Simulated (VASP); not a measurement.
# BaTe (P4/mmm) in VASP: a series of runs

Runs on BaTe. Level: PBEsol. Tasks: single point.

All numbers are computed with VASP 6.6.1; they aren't measurements. Logs are shortened: lines on timing, memory, paths and dates and some standing lists are left out, and cuts for length are marked.

## (1) The cell of the first run

Symmetry: P4/mmm, No. 123, tetragonal system. The conventional cell has a = 4.603 Å, b = 4.603 Å, c = 3.921 Å, α = 90.00°, β = 90.00°, γ = 90.00°. Within 5.0 Å of Ba (site symmetry 4/mmm) lie 8 Te at 3.80 Å and 6 Ba at 3.92 to 4.60 Å. Te (site symmetry 4/mmm) has 8 Ba at 3.80 Å and 6 Te at 3.92 to 4.60 Å within 5.0 Å.

## (2) Single point, PBEsol (strain +0.080 along x and y, -0.080 along z)

Input file INCAR:

```
SYSTEM = BaTe
PREC = Accurate ; ENCUT = 520
EDIFF = 1E-7 ; ISMEAR = 0
SIGMA = 0.05 ; LREAL = .False.
LASPH = .True. ; NELM = 100
ALGO = Normal ; ISIF = 2
LWAVE = .False. ; LCHARG = .False.
GGA = PS ; NBANDS = 15
```

Input file KPOINTS:

```
Automatic mesh
0
Gamma
  6 6 6
  0 0 0
```

Input file POSCAR:

```
BaTe
1.0
    4.6034632800      0.0000000000      0.0000000000
    0.0000000000      4.6034632800      0.0000000000
    0.0000000000      0.0000000000      3.9214687200
Ba Te
1 1
Direct
    0.0000000000      0.0000000000      0.0000000000
    0.5000000000      0.5000000000      0.5000000000
```

Potentials or basis: VASP PAW PBE potentials, release 64 (Ba_sv, Te).

On the command line:

```console
$ cat potpaw_PBE.64/Ba_sv/POTCAR potpaw_PBE.64/Te/POTCAR > POTCAR
$ mpirun -np 1 vasp_std > vasp.out
```

OUTCAR:

```text
SYSTEM = BaTe
   PREC = Accurate
   ENCUT = 520
   EDIFF = 1E-7
   ISMEAR = 0
   LREAL = .False.
   LASPH = .True.
   NELM = 100
   ISIF = 2
   GGA = PS

 ion  position               nearest neighbor table
   1  0.000  0.000  0.000-   2 3.80   2 3.80   2 3.80   2 3.80   2 3.80   2 3.80   2 3.80   2 3.80

   2  0.500  0.500  0.500-   1 3.80   1 3.80   1 3.80   1 3.80   1 3.80   1 3.80   1 3.80   1 3.80

  LATTYP: Found a simple tetragonal cell.
 ALAT       =     4.6034632800
 C/A-ratio  =     0.8518518519

  Lattice vectors:

 A1 = (   4.6034632800,   0.0000000000,   0.0000000000)
 A2 = (   0.0000000000,   4.6034632800,   0.0000000000)
 A3 = (   0.0000000000,   0.0000000000,   3.9214687200)

Analysis of symmetry for initial positions (statically):
=====================================================================
 Subroutine PRICEL returns:
 Original cell was already a primitive cell.

 Routine SETGRP: Setting up the symmetry group for a
 simple tetragonal supercell.

 Subroutine GETGRP returns: Found 16 space group operations
 (whereof 16 operations were pure point group operations)
 out of a pool of 16 trial point group operations.

The static configuration has the point symmetry D_4h.

Analysis of symmetry for dynamics (positions and initial velocities):
=====================================================================
 Subroutine PRICEL returns:
 Original cell was already a primitive cell.

 Routine SETGRP: Setting up the symmetry group for a
 simple tetragonal supercell.

 Subroutine GETGRP returns: Found 16 space group operations
 (whereof 16 operations were pure point group operations)
 out of a pool of 16 trial point group operations.

The dynamic configuration has the point symmetry D_4h.

 Subroutine INISYM returns: Found 16 space group operations
 (whereof 16 operations are pure point group operations),
 and found     1 'primitive' translations

----------------------------------------------------------------------------------------

                                     Primitive cell

  volume of cell :      83.1033

  direct lattice vectors                    reciprocal lattice vectors
     4.603463280  0.000000000  0.000000000     0.217227756  0.000000000  0.000000000
     0.000000000  4.603463280  0.000000000     0.000000000  0.217227756  0.000000000
     0.000000000  0.000000000  3.921468720     0.000000000  0.000000000  0.255006497

  length of vectors
     4.603463280  4.603463280  3.921468720     0.217227756  0.217227756  0.255006497

  position of ions in fractional coordinates (direct lattice)
     0.000000000  0.000000000  0.000000000
     0.500000000  0.500000000  0.500000000
[... 91 lines left out ...]
   EFERMI =   0.00;   METHOD = LEGACY
   ISMEAR =     0;   SIGMA  =   0.05  broadening in eV -4-tet -1-fermi 0-gaus
   EFERMI_NEDOS =   21; number of points for ismear=-14 and -15
   IALGO  =     38    algorithm
   IMIX   =      4    mixing-type and parameters
     AMIX     =   0.40;   BMIX     =  1.00
     AMIX_MAG =   1.60;   BMIX_MAG =  1.00
  volume/ion in A,a.u.               =      41.55       280.40
  Fermi-wavevector in a.u.,A,eV,Ry     =   0.945313  1.786382 12.158383  0.893616
  Thomas-Fermi vector in A             =   2.073202
   LORBIT       =      0    0 simple, 1 ext, 2 COOP (PROOUT), +10 PAW based schemes
   GGA     = PS    functional components
   LHFCALC =     F    Hartree Fock is set to
   AEXX    =    0.0000 exact exchange contribution
   IVDW    =     0    specifies the selected vdW correction
   LEPSILON=     F    determine dielectric tensor
   LRPA    =     F    only Hartree local field effects (RPA)
 non-spin polarized calculation
 Gauss-broadening in eV      SIGMA  =   0.05
  energy-cutoff  :      520.00
  volume of cell :       83.10
 maximum number of plane-waves:      2259
 NGX is ok and might be reduce to    36
   NGX = 17   NGY = 17   NGZ = 15

 number of electron      16.0000000 magnetization

 Free energy of the ion-electron system (eV)
  ---------------------------------------------------
  ext. energy  EPLUGINS =         0.00000000
  ---------------------------------------------------
  free energy    TOTEN  =        -8.52282363 eV

  energy without entropy =       -8.52160614  energy(sigma->0) =       -8.52221489

 E-fermi :   3.9053     XC(G=0):  -8.6522

 val. band max:        3.8385872434   @ k =   0.3333   0.3333   0.0000
 cond. band min:       3.9142338705   @ k =   0.1667   0.0000   0.0000
 fundamental gap:      0.0756466271
 Fermi energy:         3.9053473861

 k-point     1 :       0.0000    0.0000    0.0000
  band No.  band energies     occupation
      1     -25.1188      2.00000
      2     -10.1520      2.00000
      3     -10.1520      2.00000
      4      -9.9961      2.00000
      5      -7.0334      2.00000
      6       2.4050      2.00000
      7       2.4050      2.00000
      8       3.6886      2.00000
      9       3.8374      1.94538
     10       3.9265      0.54934
     11       5.2888      0.00000
     12       6.8536      0.00000
     13       7.9966      0.00000
     14       7.9966      0.00000
[... 401 lines left out ...]
      2     -10.5598      2.00000
      3     -10.2993      2.00000
      4     -10.0582      2.00000
      5      -6.3968      2.00000
      6       1.0328      2.00000
      7       1.4401      2.00000
      8       2.5700      2.00000
      9       4.9811      0.00000
     10       5.3560      0.00000
     11       5.6913      0.00000
     12       6.7025      0.00000
     13       7.9276      0.00000
     14       8.8236      0.00000
     15       9.9081      0.00000

 [... further k-points ...]

------------------------ aborting loop because EDIFF is reached ----------------------------------------

  FORCE on cell =-STRESS in cart. coord.  units (eV):
  Direction    XX          YY          ZZ          XY          YZ          ZX
  --------------------------------------------------------------------------------------
  -------------------------------------------------------------------------------------
  Total       -3.4707114     -3.4707114      1.7178819      0.0000000      0.0000000     -0.0000000
  in kB      -66.9130703    -66.9130703     33.1196514      0.0000000      0.0000000     -0.0000000
  external PRESSURE =     -33.5688297 kB  Pullay stress =       0.0000000 kB

 VOLUME and BASIS-vectors are now :
 -----------------------------------------------------------------------------
  energy-cutoff  :      520.00
  volume of cell :       83.10
      direct lattice vectors                 reciprocal lattice vectors
     4.603463280  0.000000000  0.000000000     0.217227756  0.000000000  0.000000000
     0.000000000  4.603463280  0.000000000     0.000000000  0.217227756  0.000000000
     0.000000000  0.000000000  3.921468720     0.000000000  0.000000000  0.255006497

 POSITION                                       TOTAL-FORCE (eV/Angst)
 -----------------------------------------------------------------------------------
      0.00000      0.00000      0.00000         0.000000      0.000000      0.000000
      2.30173      2.30173      1.96073         0.000000      0.000000      0.000000
 -----------------------------------------------------------------------------------
    total drift:                               -0.000000      0.000000      0.000000

  FREE ENERGIE OF THE ION-ELECTRON SYSTEM (eV)
  ---------------------------------------------------
  free  energy   TOTEN  =        -8.5228236286 eV

  energy  without entropy=       -8.5216061449  energy(sigma->0) =       -8.52221489
```

OSZICAR:

```text
N       E                     dE             d eps       ncg     rms          rms(c)
DAV:   1     0.801553561012E+02    0.80155E+02   -0.61920E+03  1200   0.891E+02
DAV:   2    -0.372557699867E+01   -0.83881E+02   -0.77796E+02  1639   0.155E+02
DAV:   3    -0.857958380864E+01   -0.48540E+01   -0.48178E+01  1650   0.391E+01
DAV:   4    -0.868027359128E+01   -0.10069E+00   -0.10067E+00  1491   0.593E+00
DAV:   5    -0.868239621709E+01   -0.21226E-02   -0.21226E-02  1752   0.703E-01    0.325E+00
DAV:   6    -0.853166059376E+01    0.15074E+00   -0.12009E-01  1438   0.199E+00    0.202E+00
DAV:   7    -0.852213987052E+01    0.95207E-02   -0.70903E-02  1558   0.151E+00    0.841E-01
DAV:   8    -0.852768012570E+01   -0.55403E-02   -0.28919E-02  1249   0.840E-01    0.309E-01
DAV:   9    -0.852262850881E+01    0.50516E-02   -0.54901E-03  1354   0.441E-01    0.943E-02
DAV:  10    -0.852278534052E+01   -0.15683E-03   -0.73346E-04  1491   0.148E-01    0.501E-02
DAV:  11    -0.852282317623E+01   -0.37836E-04   -0.40464E-05  1410   0.405E-02    0.168E-02
DAV:  12    -0.852282464336E+01   -0.14671E-05   -0.98726E-06  1438   0.160E-02    0.976E-03
DAV:  13    -0.852282382177E+01    0.82159E-06   -0.13053E-06  1515   0.754E-03    0.445E-03
DAV:  14    -0.852282362893E+01    0.19285E-06   -0.25433E-07  1444   0.235E-03    0.182E-03
DAV:  15    -0.852282362861E+01    0.31434E-09   -0.79752E-08   814   0.116E-03
   1 F= -.85228236E+01 E0= -.85222149E+01  d E =-.121748E-02
```

stdout:

```text
POSCAR found type information on POSCAR BaTe
 POSCAR found :  2 types and       2 ions
 scaLAPACK will be used
 -----------------------------------------------------------------------------
|                                                                             |
|                                                                             |
|     You enforced a specific xc type in the INCAR file but a different       |
|     I HOPE YOU KNOW WHAT YOU ARE DOING!                                     |
|                                                                             |
 -----------------------------------------------------------------------------

 LDA part: xc-table for (Slater+PW92), standard interpolation
 POSCAR, INCAR and KPOINTS ok, starting setup
 FFT: planning ... GRIDC
 FFT: planning ... GRID_SOFT
 FFT: planning ... GRID
 WAVECAR not read
 entering main loop
```

Wall time 69 s (1 thread of Intel Xeon 8259CL, shared host); peak memory 0.22 GiB.

What came out:

* Free energy: -8.5228 eV
* Pressure: -3.4 GPa
* Band gap on the k mesh: zero (bands 8 and 9 overlap by 0.09 eV)

Levels at points of the mesh, in eV from the Fermi level:
```
           k point  band 5  band 6  band 7  band 8  band 9  band 10  band 11  band 12
(0.00, 0.00, 0.00)  -10.94   -1.50   -1.50   -0.22   -0.07     0.02     1.38     2.95
(0.50, 0.00, 0.00)  -10.44   -3.92   -2.06   -0.37    0.43     3.26     3.38     4.31
(0.50, 0.50, 0.00)  -10.62   -2.72   -2.72   -0.26    0.19     2.52     3.11     3.11
(0.00, 0.00, 0.50)  -10.16   -3.88   -1.74   -1.74    1.24     3.60     3.60     3.67
(0.50, 0.00, 0.50)  -10.26   -2.94   -2.37   -0.96    0.47     1.05     1.36     2.09
(0.50, 0.50, 0.50)  -10.04   -3.46   -3.26   -3.26    3.53     3.53     4.17     4.48
```

Caveat: the cell differs from its parent crystal (strain +0.080 along x and y, -0.080 along z); the cell stands under tension; the PAW data sets were made with another functional, which shifts forces and pressure a little; spin-orbit coupling is left out, which moves the levels of the heavy elements.

## (3) Single point, PBEsol (strain +0.000 along x and y, +0.080 along z)

Input file INCAR:

```
PREC = Accurate
ENCUT = 520
EDIFF = 1E-6
ISMEAR = 0
SIGMA = 0.05
LREAL = F
LASPH = T
NELM = 60
ALGO = Normal
ISIF = 2
LWAVE = F
LCHARG = F
GGA = PS
NBANDS = 15
```

Input file KPOINTS:

```
regular mesh
0
Gamma
  6 6 6
```

Input file POSCAR:

```
BaTe
1.0
    4.2624660000      0.0000000000      0.0000000000
    0.0000000000      4.2624660000      0.0000000000
    0.0000000000      0.0000000000      4.6034632800
Ba Te
1 1
Direct
    0.0000000000      0.0000000000      0.0000000000
    0.5000000000      0.5000000000      0.5000000000
```

Potentials or basis: VASP PAW PBE potentials, release 64 (Ba_sv, Te).

On the command line:

```console
$ cat potpaw_PBE.64/Ba_sv/POTCAR potpaw_PBE.64/Te/POTCAR > POTCAR
$ mpirun -np 1 vasp_std > vasp.out
```

It took 38 s on 1 thread of Intel Xeon 8259CL, shared host; peak memory 0.21 GiB.

The run converged. Its results:

```
Free energy            : -8.7373 eV
Pressure               : -3.5 GPa
Band gap on the k mesh : 0.50 eV (least direct gap 0.62 eV)
```

Stress tensor (GPa, compression positive):
```
-1.85  0.00  0.00
 0.00 -1.85  0.00
 0.00  0.00 -6.83
```

Levels at points of the mesh, in eV from the valence-band top:
```tsv
k point	band 5	band 6	band 7	band 8	band 9	band 10	band 11	band 12
(0.00, 0.00, 0.00)	-10.37	-0.96	-0.36	-0.36	0.50	0.66	1.74	4.01
(0.50, 0.00, 0.00)	-9.77	-3.34	-1.40	-0.66	1.41	4.01	4.43	4.60
(0.50, 0.50, 0.00)	-9.79	-2.11	-2.11	-0.51	0.98	1.65	2.28	2.28
(0.00, 0.00, 0.50)	-9.86	-3.41	-0.78	-0.78	1.18	3.82	4.31	4.65
(0.50, 0.00, 0.50)	-9.92	-2.25	-2.06	0.00	0.62	2.36	2.69	3.02
(0.50, 0.50, 0.50)	-9.57	-2.82	-2.82	-2.80	4.06	4.27	4.27	5.29
```

Caveat: the cell differs from its parent crystal (strain +0.000 along x and y, +0.080 along z); the cell stands under tension; the PAW data sets were made with another functional, which shifts forces and pressure a little; spin-orbit coupling is left out, which moves the levels of the heavy elements.

## (4) Single point, PBEsol (strain +0.080 along x and y, -0.040 along z)

Input file INCAR:

```
SYSTEM = BaTe
PREC     = Accurate       ! precision mode
ENCUT    = 520            ! plane-wave cutoff, eV
EDIFF    = 1E-7           ! SCF threshold, eV
ISMEAR   = 0              ! smearing method
SIGMA    = 0.05           ! smearing width, eV
LREAL    = .FALSE.        ! projectors in reciprocal space
LASPH    = .TRUE.         ! aspherical terms in the spheres
NELM     = 80             ! most SCF steps
ALGO     = Normal         ! electronic algorithm
ISIF     = 2              ! what is computed and relaxed
LWAVE    = .FALSE.        ! write WAVECAR
LCHARG   = .FALSE.        ! write CHGCAR
GGA      = PS             ! functional
NBANDS   = 15             ! bands
```

Input file KPOINTS:

```
regular mesh
0
G
  6 6 6
  0 0 0
```

Input file POSCAR:

```
BaTe
1.0
    4.6034632800      0.0000000000      0.0000000000
    0.0000000000      4.6034632800      0.0000000000
    0.0000000000      0.0000000000      4.0919673600
Ba Te
1 1
Direct
    0.0000000000      0.0000000000      0.0000000000
    0.5000000000      0.5000000000      0.5000000000
```

On the command line:

```console
$ cat potpaw_PBE.64/Ba_sv/POTCAR potpaw_PBE.64/Te/POTCAR > POTCAR
$ mpirun -np 1 vasp_std > vasp.out
```

It took 62 s on 1 thread of Intel Xeon 8259CL, shared host; peak memory 0.22 GiB.

Results (log left out):

| Quantity | Value |
| --- | --- |
| Free energy | -8.5712 eV |
| Pressure | -4.1 GPa |
| Band gap on the k mesh | 0.03 eV |

Stress tensor (GPa, compression positive):
```
-6.56  0.00  0.00
 0.00 -6.56  0.00
 0.00  0.00  0.84
```

Levels at points of the mesh, in eV from the valence-band top:
```csv
k point,band 5,band 6,band 7,band 8,band 9,band 10,band 11,band 12
"(0.00, 0.00, 0.00)",-10.66,-1.24,-1.24,-0.25,0.07,0.28,1.30,3.20
"(0.50, 0.00, 0.00)",-10.21,-3.64,-1.71,-0.54,0.74,3.43,3.52,4.17
"(0.50, 0.50, 0.00)",-10.33,-2.50,-2.50,0.00,0.03,2.37,2.91,2.91
"(0.00, 0.00, 0.50)",-10.03,-3.57,-1.50,-1.50,1.30,3.69,3.77,3.83
"(0.50, 0.00, 0.50)",-10.10,-2.61,-2.26,-0.77,0.57,1.32,1.70,2.23
"(0.50, 0.50, 0.50)",-9.88,-3.11,-3.01,-3.01,3.61,3.61,3.97,4.61
```

Caveat: the cell differs from its parent crystal (strain +0.080 along x and y, -0.040 along z); the cell stands under tension; the PAW data sets were made with another functional, which shifts forces and pressure a little; spin-orbit coupling is left out, which moves the levels of the heavy elements. A k mesh can miss the band edges.

## (5) Single point, PBEsol (strain +0.080 along x and y, +0.000 along z)

Input file INCAR:

```
SYSTEM = BaTe
  PREC = Accurate
  ENCUT = 520
  EDIFF = 1E-7
  ISMEAR = 0
  SIGMA = 0.05
  LREAL = .FALSE.
  LASPH = .TRUE.
  NELM = 100
  ALGO = Normal
  ISIF = 2
  LWAVE = .FALSE.
  LCHARG = .TRUE.
  GGA = PS
  LELF = .TRUE.
  LVHAR = .TRUE.
  NBANDS = 15
```

Input file KPOINTS:

```
Automatic mesh
0
G
  6 6 6
  0 0 0
```

Changes to POSCAR since step 4:

```diff
@@ -4,3 +4,3 @@
     0.0000000000      4.6034632800      0.0000000000
-    0.0000000000      0.0000000000      4.0919673600
+    0.0000000000      0.0000000000      4.2624660000
 Ba Te
```

On the command line:

```console
$ cat potpaw_PBE.64/Ba_sv/POTCAR potpaw_PBE.64/Te/POTCAR > POTCAR
$ mpirun -np 1 vasp_std > vasp.out
```

Run time: 88 s. Hardware: 1 thread of Intel Xeon 8259CL, shared host; peak memory 0.23 GiB.

Results (log left out):

```
Free energy            : -8.5626 eV
Pressure               : -4.7 GPa
Band gap on the k mesh : 0.37 eV
```

Stress tensor (GPa, compression positive):
```
-6.25  0.00  0.00
 0.00 -6.25  0.00
 0.00  0.00 -1.61
```

Levels at points of the mesh, in eV from the valence-band top:
```csv
k point,band 5,band 6,band 7,band 8,band 9,band 10,band 11,band 12
"(0.00, 0.00, 0.00)",-10.32,-0.91,-0.91,-0.30,0.46,0.61,1.29,3.52
"(0.50, 0.00, 0.00)",-9.92,-3.28,-1.29,-0.58,1.12,3.64,3.72,4.19
"(0.50, 0.50, 0.00)",-9.98,-2.20,-2.20,0.00,0.37,2.32,2.86,2.86
"(0.00, 0.00, 0.50)",-9.82,-3.22,-1.17,-1.17,1.46,3.70,3.97,4.11
"(0.50, 0.00, 0.50)",-9.86,-2.24,-2.05,-0.49,0.76,1.66,2.12,2.45
"(0.50, 0.50, 0.50)",-9.65,-2.72,-2.68,-2.68,3.77,3.77,3.94,4.80
```

Caveat: the cell differs from its parent crystal (strain +0.080 along x and y, +0.000 along z); the cell stands under tension; the PAW data sets were made with another functional, which shifts forces and pressure a little; spin-orbit coupling is left out, which moves the levels of the heavy elements. A k mesh can miss the band edges.

## (6) Overview

| cell | gap on the mesh (eV) | pressure (GPa) |
| --- | --- | --- |
| a = 4.603, b = 4.603, c = 3.921 Å, 2 atoms | none | -3.4 |
| a = 4.262, b = 4.262, c = 4.603 Å, 2 atoms | 0.50 | -3.5 |
| a = 4.603, b = 4.603, c = 4.092 Å, 2 atoms | 0.03 | -4.1 |
| a = 4.603, b = 4.603, c = 4.262 Å, 2 atoms | 0.37 | -4.7 |

Alike in all rows: task single point; level PBEsol; potentials or basis VASP PAW PBE potentials, release 64 (Ba_sv, Te); no spin polarisation; k mesh 6 × 6 × 6; cutoff (eV) 520; smearing gaussian 0.05 eV.

Caveats: the cell stands under tension; the PAW data sets were made with another functional, which shifts forces and pressure a little; spin-orbit coupling is left out, which moves the levels of the heavy elements.

Absolute energies hang on the potentials; compare differences alone.
